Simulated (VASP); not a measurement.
A run of VASP 6.6.1 is set up as follows.

File INCAR:

```
PREC = Accurate
ENCUT = 520
EDIFF = 1E-6
ISMEAR = 0
SIGMA = 0.01
LREAL = False
LASPH = True
NELM = 60
ALGO = Normal
ISIF = 2
LWAVE = False
LCHARG = False
GGA = PS
NBANDS = 16
```

File KPOINTS:

```
Automatic mesh
0
Gamma
  8 8 6
```

The input POSCAR:

```
SiC
1.0
    3.0757714184      0.0000000000      0.0000000000
   -1.5378857092      2.6636961846      0.0000000000
    0.0000000000      0.0000000000      5.0222993595
Si C
2 2
Direct
    0.3333333333      0.6666666667      0.0043034378
    0.6666666667      0.3333333333      0.5043034378
    0.3333333333      0.6666666667      0.3806965622
    0.6666666667      0.3333333333      0.8806965622
```

Potentials or basis: VASP PAW PBE potentials, release 64 (Si, C).

The run is started by

```console
$ cat potpaw_PBE.64/Si/POTCAR potpaw_PBE.64/C/POTCAR > POTCAR
$ mpirun -np 1 vasp_std > vasp.out
```

(1) Estimate the pressure.

(2) Predict the band gap on the k mesh.

Answers

(1) 1.5 GPa.

(2) 2.40 eV, indirect (least direct gap 3.82 eV).

Caveat: the cell differs from its parent crystal (z stretched by -0.5 %, x and y held); the PAW data sets were made with another functional, which shifts forces and pressure a little.
